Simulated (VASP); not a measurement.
# C (P1) in VASP: notebook

The runs below take C through single point, with PBE.

Everything below comes from runs of VASP 6.6.1. Logs are shortened: lines on timing, memory, paths and dates and some standing lists are left out, and cuts for length are marked.

**1. The cell of the first run**

The typed cell holds 8 atoms: a = 3.832 Å, b = 3.854 Å, c = 4.804 Å, α = 101.39°, β = 70.85°, γ = 74.73°.

**2. Single point, PBE**

Input file INCAR:

```
PREC = Accurate
ENCUT = 520
EDIFF = 1E-6
ISMEAR = 0
SIGMA = 0.1
LREAL = F
LASPH = T
NELM = 80
ALGO = Normal
ISIF = 2
LWAVE = F
LCHARG = F
GGA = PE
NBANDS = 26
```

Input file KPOINTS:

```
Automatic mesh
0
Gamma
  6 6 6
```

Input file POSCAR:

```
C
1.0
    3.7143503575      0.5682466268      0.7512933315
    0.5663017888      3.7814277068     -0.4816465286
    0.7438883991     -0.4767051878      4.7219429555
C
8
Direct
    0.7329759742      0.3273208586      0.5002249504
   -0.0145577151     -0.1826095277     -0.3707746913
    0.2763477506      1.0343761932      0.5695360765
    0.6730019571      0.3010914660      1.2270017036
    0.5353070551      0.9540887636      1.2172403459
    0.6433255701      1.0327147084      0.6213041734
    0.9496602289      0.4584628318      0.6894880439
   -0.2960608208      0.5745547060      0.0459793975
```

Potentials or basis: VASP PAW PBE potentials, release 64 (C).

The run is started by

```
$ cat potpaw_PBE.64/C/POTCAR > POTCAR
$ mpirun -np 1 vasp_std > vasp.out
```

OUTCAR:

```text
PREC = Accurate
   ENCUT = 520
   EDIFF = 1E-6
   ISMEAR = 0
   LREAL = F
   LASPH = T
   NELM = 80
   ISIF = 2
   GGA = PE

 ion  position               nearest neighbor table
   1  0.733  0.327  0.500-   4 1.39   6 1.44   7 1.52
   2  0.985  0.817  0.629-   6 1.37   7 1.50   3 1.55
   3  0.276  0.034  0.570-   6 1.50   2 1.55   5 1.57   7 1.63
   4  0.673  0.301  0.227-   1 1.39   8 1.50   5 1.56
   5  0.535  0.954  0.217-   8 1.38   4 1.56   3 1.57
   6  0.643  0.033  0.621-   2 1.37   1 1.44   3 1.50
   7  0.950  0.458  0.689-   2 1.50   1 1.52   8 1.56   3 1.63
   8  0.704  0.575  0.046-   5 1.38   4 1.50   7 1.56

  LATTYP: Found a triclinic cell.
 ALAT       =     6.1087117303
 B/A-ratio  =     1.2429760335
 C/A-ratio  =     0.9058120430
 COS(alpha) =     0.0104374161
 COS(beta)  =     0.6250092575
 COS(gamma) =     0.7494965862

  Lattice vectors:

 A1 = (  -4.2806521463,  -4.3496743336,  -0.2696468029)
 A2 = (  -6.6848123159,  -1.6131984414,   3.2193562925)
 A3 = (  -1.3101901879,  -3.3047225190,  -4.2402964269)

Analysis of symmetry for initial positions (statically):
=====================================================================
 Subroutine PRICEL returns:
 Original cell was already a primitive cell.

 Routine SETGRP: Setting up the symmetry group for a
 triclinic supercell.

 Subroutine GETGRP returns: Found  1 space group operations
 (whereof  1 operations were pure point group operations)
 out of a pool of  2 trial point group operations.

The static configuration has the point symmetry C_1 .

Analysis of symmetry for dynamics (positions and initial velocities):
=====================================================================
 Subroutine PRICEL returns:
 Original cell was already a primitive cell.

 Routine SETGRP: Setting up the symmetry group for a
 triclinic supercell.

 Subroutine GETGRP returns: Found  1 space group operations
 (whereof  1 operations were pure point group operations)
 out of a pool of  2 trial point group operations.

The dynamic configuration has the point symmetry C_1 .

 Subroutine INISYM returns: Found  1 space group operations
 (whereof  1 operations are pure point group operations),
 and found     1 'primitive' translations

----------------------------------------------------------------------------------------

                                     Primitive cell

  volume of cell :      61.4302

  direct lattice vectors                    reciprocal lattice vectors
     3.714350357  0.568246627  0.751293331     0.286928832 -0.049362337 -0.050185763
     0.566301789  3.781427707 -0.481646529    -0.049509457  0.276412655  0.035704975
     0.743888399 -0.476705188  4.721942956    -0.050702386  0.036048464  0.223404098

  length of vectors
     3.831937431  3.853813254  4.803890409     0.295437652  0.283072407  0.231904322

  position of ions in fractional coordinates (direct lattice)
     0.732975974  0.327320859  0.500224950
     0.985442285  0.817390472  0.629225309
     0.276347751  0.034376193  0.569536077
     0.673001957  0.301091466  0.227001704
     0.535307055  0.954088764  0.217240346
     0.643325570  0.032714708  0.621304173
     0.949660229  0.458462832  0.689488044
     0.703939179  0.574554706  0.045979397

  ion indices of the primitive-cell ions
   primitive index   ion index
                 1           1
                 2           2
                 3           3
                 4           4
                 5           5
                 6           6
                 7           7
                 8           8

----------------------------------------------------------------------------------------

 KPOINTS: Automatic mesh

Automatic generation of k-mesh.
 Grid dimensions read from file:
 generate k-points for:    6    6    6

 Generating k-lattice:

  Cartesian coordinates                     Fractional coordinates (reciprocal lattice)
     0.047821472 -0.008227056 -0.008364294     0.166666667 -0.000000000  0.000000000
    -0.008251576  0.046068776  0.005950829     0.000000000  0.166666667  0.000000000
    -0.008450398  0.006008077  0.037234016     0.000000000  0.000000000  0.166666667

  Length of vectors
     0.049239609  0.047178734  0.038650720

  Shift w.r.t. Gamma in fractional coordinates (k-lattice)
     0.000000000  0.000000000  0.000000000

 Subroutine IBZKPT returns following result:
 ===========================================

 Found    112 irreducible k-points:

 Following reciprocal coordinates:
            Coordinates               Weight
  0.000000  0.000000  0.000000      1.000000
  0.166667 -0.000000  0.000000      2.000000
  0.333333 -0.000000  0.000000      2.000000
  0.500000 -0.000000  0.000000      1.000000
 -0.000000  0.166667 -0.000000      2.000000
  0.166667  0.166667  0.000000      2.000000
[... 16 lines left out ...]
  0.333333 -0.000000  0.166667      2.000000
  0.500000  0.000000  0.166667      2.000000
 [... further k-points ...]
   k-points           NKPTS =    112   k-points in BZ     NKDIM =    112   number of bands    NBANDS=     26
   number of dos      NEDOS =    301   number of ions     NIONS =      8
   total plane-waves  NPLWV =  30240
   dimension x,y,z NGX =    28 NGY =   30 NGZ =   36
   dimension x,y,z NGXF=    56 NGYF=   60 NGZF=   72
   ions per type =               8
   NGX,Y,Z   is equivalent  to a cutoff of  12.15, 12.94, 12.46 a.u.
   NGXF,Y,Z  is equivalent  to a cutoff of  24.30, 25.88, 24.92 a.u.
 SYSTEM =  unknown system
   PREC   = accura    normal or accurate (medium, high low for compatibility)
   ISTART =      0    job   : 0-new  1-cont  2-samecut
   ICHARG =      2    charge: 1-file 2-atom 10-const
   ISPIN  =      1    spin polarized calculation?
   LNONCOLLINEAR =      F non collinear calculations
   LSORBIT =      F    spin-orbit coupling
   LASPH  =      T    aspherical Exc in radial PAW
   ENCUT  =  520.0 eV  38.22 Ry    6.18 a.u.   7.12  7.17  8.93*2*pi/ulx,y,z
   NELM   =     80;   NELMIN=  2; NELMDL= -5     # of ELM steps
   EDIFF  = 0.1E-05   stopping-criterion for ELM
   LREAL  =      F    real-space projection
[... 7 lines left out ...]
   TEBEG  =    0.0;   TEEND  =   0.0 temperature during run
   PSTRESS=    0.0 pullay stress
   NELECT =      32.0000    total number of electrons
   NUPDOWN=      -1.0000    fix difference up-down
   EMIN   =  10.00;   EMAX   =-10.00  energy-range for DOS
   EFERMI =   0.00;   METHOD = LEGACY
   ISMEAR =     0;   SIGMA  =   0.10  broadening in eV -4-tet -1-fermi 0-gaus
   EFERMI_NEDOS =   21; number of points for ismear=-14 and -15
   IALGO  =     38    algorithm
   IMIX   =      4    mixing-type and parameters
     AMIX     =   0.40;   BMIX     =  1.00
     AMIX_MAG =   1.60;   BMIX_MAG =  1.00
  volume/ion in A,a.u.               =       7.68        51.82
  Fermi-wavevector in a.u.,A,eV,Ry     =   1.317238  2.489219 23.607690  1.735116
  Thomas-Fermi vector in A             =   2.447293
   LORBIT       =      0    0 simple, 1 ext, 2 COOP (PROOUT), +10 PAW based schemes
   GGA     = PE    functional components
   LHFCALC =     F    Hartree Fock is set to
   AEXX    =    0.0000 exact exchange contribution
   IVDW    =     0    specifies the selected vdW correction
   LEPSILON=     F    determine dielectric tensor
   LRPA    =     F    only Hartree local field effects (RPA)
 non-spin polarized calculation
 Gauss-broadening in eV      SIGMA  =   0.10
  energy-cutoff  :      520.00
  volume of cell :       61.43
 maximum number of plane-waves:      1678
   NGX = 15   NGY = 15   NGZ = 17

 number of electron      32.0000000 magnetization

 Free energy of the ion-electron system (eV)
  ---------------------------------------------------
  ext. energy  EPLUGINS =         0.00000000
  ---------------------------------------------------
  free energy    TOTEN  =       -66.33255228 eV

  energy without entropy =      -66.33255026  energy(sigma->0) =      -66.33255127

 E-fermi :   6.2909     XC(G=0): -11.2872

 val. band max:        6.0546542906   @ k =   0.0000   0.5000   0.5000
 cond. band min:       6.5271544076   @ k =   0.0000   0.5000   0.5000
 fundamental gap:      0.4725001170
 Fermi energy:         6.2908920709

 k-point     1 :       0.0000    0.0000    0.0000
  band No.  band energies     occupation
      1     -14.4089      2.00000
      2      -9.4010      2.00000
      3      -8.4227      2.00000
      4      -6.7222      2.00000
      5      -5.3304      2.00000
      6      -4.4904      2.00000
[... 18 lines left out ...]
     25      16.0431      0.00000
     26      16.6284      0.00000

 k-point     2 :       0.1667   -0.0000    0.0000
  band No.  band energies     occupation
      1     -14.1953      2.00000
      2      -9.8575      2.00000
      3      -8.6232      2.00000
      4      -6.9632      2.00000
      5      -5.2982      2.00000
      6      -4.4684      2.00000
[... 18 lines left out ...]
     25      15.8440      0.00000
     26      16.5219      0.00000

 k-point     3 :       0.3333   -0.0000    0.0000
  band No.  band energies     occupation
      1     -13.5956      2.00000
      2     -10.9613      2.00000
      3      -8.9499      2.00000
      4      -7.1142      2.00000
      5      -5.2607      2.00000
      6      -4.3127      2.00000
[... 572 lines left out ...]
 k-point    23 :       0.3333   -0.0000    0.1667
  band No.  band energies     occupation
      1     -13.6656      2.00000
      2     -10.8886      2.00000
      3      -8.6878      2.00000
      4      -6.9280      2.00000
      5      -5.5565      2.00000
      6      -4.6043      2.00000
[... 18 lines left out ...]
     25      15.9000      0.00000
     26      16.5138      0.00000

 k-point    24 :       0.5000    0.0000    0.1667
  band No.  band energies     occupation
      1     -12.9632      2.00000
      2     -11.9063      2.00000
      3      -8.9313      2.00000
      4      -7.0228      2.00000
      5      -5.3674      2.00000
      6      -4.4785      2.00000
[... 18 lines left out ...]
     25      15.9917      0.00000
     26      16.6782      0.00000

 [... further k-points ...]

------------------------ aborting loop because EDIFF is reached ----------------------------------------

  FORCE on cell =-STRESS in cart. coord.  units (eV):
  Direction    XX          YY          ZZ          XY          YZ          ZX
  --------------------------------------------------------------------------------------
  -------------------------------------------------------------------------------------
  Total        0.1456717      0.2283478      0.1921818      0.0214901     -0.0285979      0.0388679
  in kB        3.7993046      5.9556048      5.0123475      0.5604906     -0.7458691      1.0137241
  external PRESSURE =       4.9224190 kB  Pullay stress =       0.0000000 kB

 VOLUME and BASIS-vectors are now :
 -----------------------------------------------------------------------------
  energy-cutoff  :      520.00
  volume of cell :       61.43
      direct lattice vectors                 reciprocal lattice vectors
     3.714350357  0.568246627  0.751293331     0.286928832 -0.049362337 -0.050185763
     0.566301789  3.781427707 -0.481646529    -0.049509457  0.276412655  0.035704975
     0.743888399 -0.476705188  4.721942956    -0.050702386  0.036048464  0.223404098

 POSITION                                       TOTAL-FORCE (eV/Angst)
 -----------------------------------------------------------------------------------
      3.28000      1.41579      2.75506         0.012743      0.036024     -0.009995
      4.59124      3.35092      3.31783         0.027975     -0.011624      0.011973
      1.46959      0.01552      2.88038        -0.012910      0.002809      0.011711
      2.83914      1.41277      1.43249        -0.009791      0.003737     -0.032336
      2.69022      3.80844      0.96844        -0.002072      0.025765     -0.013282
      2.87024      0.19310      3.40133        -0.031774     -0.016386      0.024154
      4.29990      1.94460      3.74838         0.014175     -0.012402      0.022105
      2.97425      2.55073      0.46924         0.001653     -0.027922     -0.014330
 -----------------------------------------------------------------------------------
    total drift:                                0.000044      0.000057      0.000010

  FREE ENERGIE OF THE ION-ELECTRON SYSTEM (eV)
  ---------------------------------------------------
  free  energy   TOTEN  =       -66.3325522798 eV

  energy  without entropy=      -66.3325502567  energy(sigma->0) =      -66.33255127
```

Wall time 3.6 min (1 thread of Intel Xeon 8259CL, shared host); peak memory 0.25 GiB.

Results:

```yaml
Free_energy: -66.3326 eV
Pressure: 0.5 GPa
Largest_force: 0.043 eV/Å
```

Forces in eV/Å, atoms in the order of the input:
```
C    0.013  0.036 -0.010
C    0.028 -0.012  0.012
C   -0.013  0.003  0.012
C   -0.010  0.004 -0.032
C   -0.002  0.026 -0.013
C   -0.032 -0.016  0.024
C    0.014 -0.012  0.022
C    0.002 -0.028 -0.014
```

Caveat: this functional lacks dispersion, which binds layers or chains, so the pressure and a relaxed spacing across them are unreliable.

**3. Single point, PBE**

This run uses another cell than the first one, of 6.64 Å³/atom.

Input file INCAR:

```
SYSTEM = C
PREC = Accurate
ENCUT = 910
EDIFF = 1E-6
ISMEAR = 0
SIGMA = 0.02
LREAL = .False.
LASPH = .True.
NELM = 120
ALGO = Normal
ISIF = 2
LWAVE = .False.
LCHARG = .False.
GGA = PE
NBANDS = 26
GGA_COMPAT = .False.
```

Input file KPOINTS:

```
Automatic mesh
0
Gamma
  8 8 8
  0 0 0
```

Input file POSCAR:

```
C
1.0
    3.5568877889      0.0000647043     -0.0001711846
   -1.1503892259      3.7352030520     -0.0002836733
   -0.5153958515     -0.2281998404      3.9970089762
C
8
Direct
    0.2424892588      0.4299104323      0.7860475407
    0.5897002512      0.0430301615      0.0397534299
    0.8908806181      0.4470283084      0.5600416243
    0.2795893346      0.0682364518      0.7103952832
    0.8856289058      0.4048748988      0.9636990370
    0.6549898507      0.6988101047      0.9017544343
    0.8516134248      0.8264803758      0.6028402822
    0.6051083559      0.0816292668      0.4354683684
```

Potentials or basis: VASP PAW PBE potentials, release 64 (C_h).

The run is started by

```
$ cat potpaw_PBE.64/C_h/POTCAR > POTCAR
$ mpirun -np 1 vasp_std > vasp.out
```

It took 9 min on 1 thread of Intel Xeon Platinum 8375C at 2.90GHz (Ice Lake), shared host; peak memory 0.61 GiB.

It converged, with:

```yaml
Free_energy: -66.4693 eV
Pressure: -0.3 GPa
Largest_force: 0.019 eV/Å
Band_gap_on_the_k_mesh: 2.13 eV (least direct gap 2.61 eV)
```

Forces on the atoms (eV/Å):
```
C    0.004  0.003  0.000
C    0.004 -0.003  0.006
C   -0.001  0.002 -0.010
C    0.000 -0.001 -0.007
C   -0.002 -0.003  0.019
C   -0.005 -0.001  0.005
C    0.002  0.003 -0.012
C   -0.002  0.001 -0.002
```

Levels at points of the mesh, in eV from the valence-band top:
| k point | band 12 | band 13 | band 14 | band 15 | band 16 | band 17 | band 18 | band 19 | band 20 | band 21 |
| --- | --- | --- | --- | --- | --- | --- | --- | --- | --- | --- |
| (0.00, 0.00, 0.00) | -5.31 | -4.48 | -3.83 | -3.61 | -2.44 | 3.37 | 3.98 | 5.39 | 6.28 | 6.77 |
| (0.50, 0.00, 0.00) | -5.38 | -4.93 | -3.58 | -2.66 | -2.24 | 3.36 | 5.05 | 6.43 | 6.80 | 7.58 |
| (0.00, 0.50, 0.00) | -5.25 | -3.98 | -3.93 | -3.45 | -2.13 | 3.01 | 4.19 | 4.67 | 5.10 | 7.08 |
| (0.50, 0.50, 0.00) | -5.59 | -4.57 | -3.05 | -2.28 | -1.05 | 3.55 | 4.90 | 6.05 | 6.29 | 6.51 |
| (0.00, 0.00, 0.50) | -5.83 | -4.85 | -4.35 | -2.05 | -0.85 | 2.41 | 3.63 | 4.67 | 5.64 | 6.45 |
| (0.50, 0.00, 0.50) | -5.02 | -4.20 | -3.40 | -2.74 | 0.00 | 2.66 | 4.85 | 5.28 | 6.39 | 6.84 |
| (0.00, 0.50, 0.50) | -4.79 | -4.39 | -3.67 | -3.61 | -1.81 | 2.65 | 3.26 | 3.90 | 5.42 | 5.75 |
| (0.50, 0.50, 0.50) | -4.34 | -3.95 | -3.13 | -2.07 | -0.69 | 2.78 | 4.24 | 4.59 | 6.32 | 7.18 |

A k mesh can miss the band edges.
